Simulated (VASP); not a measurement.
# Mo (Im-3m) in VASP: notebook

The runs below take Mo through single point, relaxation of cell and atoms, with LDA, revPBE+D4.

All numbers are computed with VASP 6.6.1; they aren't measurements. Logs are shortened: lines on timing, memory, paths and dates and some standing lists are left out, and cuts for length are marked.

## (1) The cell of the first run

It takes space group Im-3m (No. 229, cubic). The conventional cell has a = 3.168 Å, b = 3.168 Å, c = 3.168 Å, α = 90.00°, β = 90.00°, γ = 90.00°. Mo (site symmetry m-3m) has 14 Mo at 2.74 to 3.17 Å within 3.6 Å.

## (2) Single point, LDA

INCAR

```
PREC = Accurate ; ENCUT = 520
EDIFF = 1E-7 ; ISMEAR = -1
SIGMA = 0.05 ; LREAL = False
LASPH = True ; NELM = 80
ALGO = Normal ; ISIF = 2
LWAVE = False ; LCHARG = True
GGA = CA ; LELF = True
LVHAR = True ; NBANDS = 13
```

KPOINTS

```
Automatic mesh
0
Gamma
  12 12 12
```

POSCAR

```
Mo
1.0
   -1.5838089719      1.5838089719      1.5838089719
    1.5838089719     -1.5838089719      1.5838089719
    1.5838089719      1.5838089719     -1.5838089719
Mo
1
Direct
    0.0000000000      0.0000000000      0.0000000000
```

Potentials or basis: VASP PAW LDA potentials, release 64 (Mo_sv).

Started as:

```bash
$ cat potpaw_LDA.64/Mo_sv/POTCAR > POTCAR
$ mpirun -np 1 vasp_std > vasp.out
```

OUTCAR:

```text
PREC = Accurate
   ENCUT = 520
   EDIFF = 1E-7
   ISMEAR = -1
   LREAL = False
   LASPH = True
   NELM = 80
   ISIF = 2
   GGA = CA

 ion  position               nearest neighbor table
   1  0.000  0.000  0.000-

  LATTYP: Found a body centered cubic cell.
 ALAT       =     3.1676179438

  Lattice vectors:

 A1 = (  -1.5838089719,   1.5838089719,   1.5838089719)
 A2 = (   1.5838089719,  -1.5838089719,   1.5838089719)
 A3 = (   1.5838089719,   1.5838089719,  -1.5838089719)

Analysis of symmetry for initial positions (statically):
=====================================================================
 Subroutine PRICEL returns:
 Original cell was already a primitive cell.

 Routine SETGRP: Setting up the symmetry group for a
 body centered cubic supercell.

 Subroutine GETGRP returns: Found 48 space group operations
 (whereof 48 operations were pure point group operations)
 out of a pool of 48 trial point group operations.

The static configuration has the point symmetry O_h .

Analysis of symmetry for dynamics (positions and initial velocities):
=====================================================================
 Subroutine PRICEL returns:
 Original cell was already a primitive cell.

 Routine SETGRP: Setting up the symmetry group for a
 body centered cubic supercell.

 Subroutine GETGRP returns: Found 48 space group operations
 (whereof 48 operations were pure point group operations)
 out of a pool of 48 trial point group operations.

The dynamic configuration has the point symmetry O_h .

 Subroutine INISYM returns: Found 48 space group operations
 (whereof 48 operations are pure point group operations),
 and found     1 'primitive' translations

----------------------------------------------------------------------------------------

                                     Primitive cell

  volume of cell :      15.8916

  direct lattice vectors                    reciprocal lattice vectors
    -1.583808972  1.583808972  1.583808972     0.000000000  0.315694638  0.315694638
     1.583808972 -1.583808972  1.583808972     0.315694638  0.000000000  0.315694638
     1.583808972  1.583808972 -1.583808972     0.315694638  0.315694638  0.000000000

  length of vectors
     2.743237609  2.743237609  2.743237609     0.446459639  0.446459639  0.446459639

  position of ions in fractional coordinates (direct lattice)
     0.000000000  0.000000000  0.000000000

  ion indices of the primitive-cell ions
   primitive index   ion index
                 1           1

----------------------------------------------------------------------------------------

 KPOINTS: Automatic mesh

Automatic generation of k-mesh.
 Grid dimensions read from file:
 generate k-points for:   12   12   12

 Generating k-lattice:

  Cartesian coordinates                     Fractional coordinates (reciprocal lattice)
     0.000000000  0.026307886  0.026307886     0.083333333  0.000000000  0.000000000
     0.026307886  0.000000000  0.026307886     0.000000000  0.083333333  0.000000000
     0.026307886  0.026307886  0.000000000     0.000000000  0.000000000  0.083333333

  Length of vectors
     0.037204970  0.037204970  0.037204970

  Shift w.r.t. Gamma in fractional coordinates (k-lattice)
     0.000000000  0.000000000  0.000000000

 Subroutine IBZKPT returns following result:
 ===========================================

 Found     72 irreducible k-points:

 Following reciprocal coordinates:
            Coordinates               Weight
  0.000000  0.000000  0.000000      1.000000
  0.083333  0.000000  0.000000     12.000000
  0.166667  0.000000  0.000000     12.000000
  0.250000  0.000000  0.000000     12.000000
  0.333333  0.000000  0.000000     12.000000
  0.416667  0.000000  0.000000     12.000000
[... 16 lines left out ...]
  0.333333  0.083333  0.083333     24.000000
  0.416667  0.083333  0.083333     12.000000
 [... further k-points ...]
   k-points           NKPTS =     72   k-points in BZ     NKDIM =     72   number of bands    NBANDS=     13
   number of dos      NEDOS =    301   number of ions     NIONS =      1
   total plane-waves  NPLWV =   8000
   dimension x,y,z NGX =    20 NGY =   20 NGZ =   20
   dimension x,y,z NGXF=    40 NGYF=   40 NGZF=   40
   ions per type =               1
   NGX,Y,Z   is equivalent  to a cutoff of  12.12, 12.12, 12.12 a.u.
   NGXF,Y,Z  is equivalent  to a cutoff of  24.24, 24.24, 24.24 a.u.
 SYSTEM =  unknown system
   PREC   = accura    normal or accurate (medium, high low for compatibility)
   ISTART =      0    job   : 0-new  1-cont  2-samecut
   ICHARG =      2    charge: 1-file 2-atom 10-const
   ISPIN  =      1    spin polarized calculation?
   LNONCOLLINEAR =      F non collinear calculations
   LSORBIT =      F    spin-orbit coupling
   LASPH  =      T    aspherical Exc in radial PAW
   ENCUT  =  520.0 eV  38.22 Ry    6.18 a.u.   5.10  5.10  5.10*2*pi/ulx,y,z
   NELM   =     80;   NELMIN=  2; NELMDL= -5     # of ELM steps
   EDIFF  = 0.1E-06   stopping-criterion for ELM
   LREAL  =      F    real-space projection
   EDIFFG = 0.1E-05   stopping-criterion for IOM
   NSW    =      0    number of steps for IOM
   IBRION =     -1    ionic relax: 0-MD 1-quasi-New 2-CG
   NFREE  =      0    steps in history (QN), initial steepest desc. (CG)
   ISIF   =      2    stress and relaxation
   ISYM   =      2    0-nonsym 1-usesym 2-fastsym
   POTIM  = 0.5000    time-step for ionic-motion
   TEBEG  =    0.0;   TEEND  =   0.0 temperature during run
   PSTRESS=    0.0 pullay stress
   NELECT =      14.0000    total number of electrons
   NUPDOWN=      -1.0000    fix difference up-down
   EMIN   =  10.00;   EMAX   =-10.00  energy-range for DOS
   EFERMI =   0.00;   METHOD = LEGACY
   ISMEAR =    -1;   SIGMA  =   0.05  broadening in eV -4-tet -1-fermi 0-gaus
   EFERMI_NEDOS =   21; number of points for ismear=-14 and -15
   IALGO  =     38    algorithm
   IMIX   =      4    mixing-type and parameters
     AMIX     =   0.40;   BMIX     =  1.00
     AMIX_MAG =   1.60;   BMIX_MAG =  1.00
  volume/ion in A,a.u.               =      15.89       107.24
  Fermi-wavevector in a.u.,A,eV,Ry     =   1.569380  2.965698 33.510508  2.462953
  Thomas-Fermi vector in A             =   2.671271
   LORBIT       =      0    0 simple, 1 ext, 2 COOP (PROOUT), +10 PAW based schemes
   GGA     = CA    functional components
   LHFCALC =     F    Hartree Fock is set to
   AEXX    =    0.0000 exact exchange contribution
   IVDW    =     0    specifies the selected vdW correction
   LEPSILON=     F    determine dielectric tensor
   LRPA    =     F    only Hartree local field effects (RPA)
 non-spin polarized calculation
  energy-cutoff  :      520.00
  volume of cell :       15.89
 maximum number of plane-waves:       442
   NGX = 11   NGY = 11   NGZ = 11

 number of electron      14.0000005 magnetization

 Free energy of the ion-electron system (eV)
  ---------------------------------------------------
  ext. energy  EPLUGINS =         0.00000000
  ---------------------------------------------------
  free energy    TOTEN  =       -12.11434266 eV

  energy without entropy =      -12.11189518  energy(sigma->0) =      -12.11311892

 E-fermi :  12.1469     XC(G=0): -13.5116

 val. band max:       12.0845280840   @ k =  -0.1667   0.2500   0.0833
 cond. band min:      12.1511378904   @ k =   0.5000   0.5000   0.0833
 fundamental gap:      0.0666098064
 Fermi energy:        12.1468795508

 k-point     1 :       0.0000    0.0000    0.0000
  band No.  band energies     occupation
      1     -48.7332      2.00000
      2     -22.2113      2.00000
      3     -22.2113      2.00000
      4     -22.2113      2.00000
      5       5.0256      2.00000
      6      10.8573      2.00000
      7      10.8573      2.00000
      8      10.8573      2.00000
      9      13.7931      0.00000
     10      13.7931      0.00000
     11      27.0022      0.00000
     12      27.0022      0.00000
     13      27.0022      0.00000

 k-point     2 :       0.0833    0.0000    0.0000
  band No.  band energies     occupation
      1     -48.7165      2.00000
      2     -22.3079      2.00000
      3     -22.2412      2.00000
      4     -22.2120      2.00000
      5       5.3253      2.00000
      6      10.6912      2.00000
      7      10.8268      2.00000
      8      11.1399      2.00000
      9      13.5632      0.00000
     10      13.7990      0.00000
     11      27.2154      0.00000
     12      27.5081      0.00000
     13      27.5639      0.00000

 k-point     3 :       0.1667    0.0000    0.0000
  band No.  band energies     occupation
      1     -48.6707      2.00000
      2     -22.5667      2.00000
      3     -22.3221      2.00000
      4     -22.2139      2.00000
      5       6.1180      2.00000
      6      10.2685      2.00000
      7      10.6822      2.00000
      8      11.9609      1.95265
      9      13.2410      0.00000
     10      13.8387      0.00000
     11      27.5061      0.00000
     12      28.5533      0.00000
     13      28.9366      0.00000
[... 305 lines left out ...]
 k-point    23 :       0.3333    0.0833    0.0833
  band No.  band energies     occupation
      1     -48.4895      2.00000
      2     -23.4146      2.00000
      3     -22.6639      2.00000
      4     -22.3097      2.00000
      5       7.6430      2.00000
      6       8.9453      2.00000
      7      11.8398      1.99571
      8      13.9152      0.00000
      9      14.3795      0.00000
     10      17.7668      0.00000
     11      23.9850      0.00000
     12      25.0536      0.00000
     13      28.4874      0.00000

 k-point    24 :       0.4167    0.0833    0.0833
  band No.  band energies     occupation
      1     -48.4741      2.00000
      2     -23.4733      2.00000
      3     -22.7068      2.00000
      4     -22.3125      2.00000
      5       7.5295      2.00000
      6       8.8595      2.00000
      7      12.5277      0.00098
      8      13.9822      0.00000
      9      14.4579      0.00000
     10      18.4773      0.00000
     11      22.9983      0.00000
     12      24.6573      0.00000
     13      27.9633      0.00000

 [... further k-points ...]
[... 5 lines left out ...]
  --------------------------------------------------------------------------------------
  -------------------------------------------------------------------------------------
  Total       -1.3073842     -1.3073842     -1.3073842      0.0000000      0.0000000     -0.0000000
  in kB     -131.8091136   -131.8091136   -131.8091136      0.0000000      0.0000000     -0.0000000
  external PRESSURE =    -131.8091136 kB  Pullay stress =       0.0000000 kB

 VOLUME and BASIS-vectors are now :
 -----------------------------------------------------------------------------
  energy-cutoff  :      520.00
  volume of cell :       15.89
      direct lattice vectors                 reciprocal lattice vectors
    -1.583808972  1.583808972  1.583808972     0.000000000  0.315694638  0.315694638
     1.583808972 -1.583808972  1.583808972     0.315694638  0.000000000  0.315694638
     1.583808972  1.583808972 -1.583808972     0.315694638  0.315694638  0.000000000

 POSITION                                       TOTAL-FORCE (eV/Angst)
 -----------------------------------------------------------------------------------
      0.00000      0.00000      0.00000         0.000000     -0.000000      0.000000
 -----------------------------------------------------------------------------------
    total drift:                                0.000000      0.000000      0.000000

  FREE ENERGIE OF THE ION-ELECTRON SYSTEM (eV)
  ---------------------------------------------------
  free  energy   TOTEN  =       -12.1143426556 eV

  energy  without entropy=      -12.1118951808  energy(sigma->0) =      -12.11311892
```

It took 4.4 s on 1 thread of Intel Xeon 6975P-C (Granite Rapids), shared host; peak memory 0.12 GiB.

Results:

```yaml
Free_energy: -12.1143 eV
Pressure: -13.2 GPa
Band_gap_on_the_k_mesh: zero (band 7 reaches 16.12 eV, above the bottom of band 8 at 10.86 eV)
```

Levels at points of the mesh, in eV from the Fermi level:
```
           k point  band 3  band 4  band 5  band 6  band 7  band 8  band 9  band 10  band 11  band 12
(0.00, 0.00, 0.00)  -34.36  -34.36   -7.12   -1.29   -1.29   -1.29    1.65     1.65    14.86    14.86
(0.50, 0.00, 0.00)  -34.79  -34.37   -5.19   -3.28    1.67    1.68    2.28     4.72    11.43    11.98
(0.50, 0.50, 0.50)  -35.29  -35.29   -5.29   -5.29    3.97    3.97    3.97     8.98     8.98     8.98
```

## (3) Relaxation of cell and atoms, revPBE+D4

INCAR

```
SYSTEM = Mo
  PREC = Accurate
  ENCUT = 600
  EDIFF = 1E-7
  ISMEAR = -1
  SIGMA = 0.05
  LREAL = .False.
  LASPH = .True.
  NELM = 60
  ALGO = Normal
  ISIF = 3
  LWAVE = .False.
  LCHARG = .False.
  GGA = RE
  IVDW = 13
  IBRION = 2
  NSW = 80
  EDIFFG = -0.02
```

KPOINTS

```
regular mesh
0
Gamma
  12 12 12
  0 0 0
```

POSCAR is that of step 2.

Potentials or basis: VASP PAW PBE potentials, release 64 (Mo_sv).

Started as:

```bash
$ cat potpaw_PBE.64/Mo_sv/POTCAR > POTCAR
$ mpirun -np 1 vasp_std > vasp.out
```

It took 15 s on 1 thread of Intel Xeon 6975P-C (Granite Rapids), shared host; peak memory 0.16 GiB.

It converged, with:

- Free energy: -11.4495 eV
- Relaxed volume: 15.39 Å³/atom
- Relaxed cell: a = 2.714 Å, b = 2.714 Å, c = 2.714 Å, α = 109.47°, β = 109.47°, γ = 109.47°
- Space group after relaxing (to 0.05 Å): Im-3m (No. 229)
- Energy gained by relaxing: 13.5 meV/atom
- Ionic steps: 4
- Pressure after relaxing: 0.0 GPa
- Band gap on the k mesh: zero (band 7 reaches 16.96 eV, above the bottom of band 8 at 11.50 eV)
- Dispersion energy per atom: -0.967 eV

The path:
| step | energy change (eV) | largest force (eV/Å) | pressure (GPa) | volume (Å³) |
| --- | --- | --- | --- | --- |
| 1 | 0.0000 | 0.0000 | -8.33 | 15.89 |
| 2 | 0.1017 | 0.0000 | 30.21 | 14.07 |
| 3 | -0.0135 | 0.0000 | -0.33 | 15.41 |
| 4 | -0.0135 | 0.0000 | -0.03 | 15.39 |

Final structure:
```
Mo
1.0
    -1.56694    1.56694    1.56694
     1.56694   -1.56694    1.56694
     1.56694    1.56694   -1.56694
Mo
1
Direct
  0.00000 0.00000 0.00000
```

Levels at points of the mesh, in eV from the Fermi level:
| k point | band 5 | band 6 | band 7 | band 8 | band 9 | band 10 |
| --- | --- | --- | --- | --- | --- | --- |
| (0.00, 0.00, 0.00) | -7.22 | -1.34 | -1.34 | -1.34 | 1.74 | 1.74 |
| (0.50, 0.00, 0.00) | -5.36 | -3.43 | 1.73 | 1.78 | 2.42 | 4.89 |
| (0.50, 0.50, 0.50) | -5.51 | -5.51 | 4.11 | 4.11 | 4.11 | 9.25 |

Caveat: the PAW data sets were made with another functional, which shifts forces and pressure a little; pairwise dispersion overbinds metals, which lowers pressure and volume.
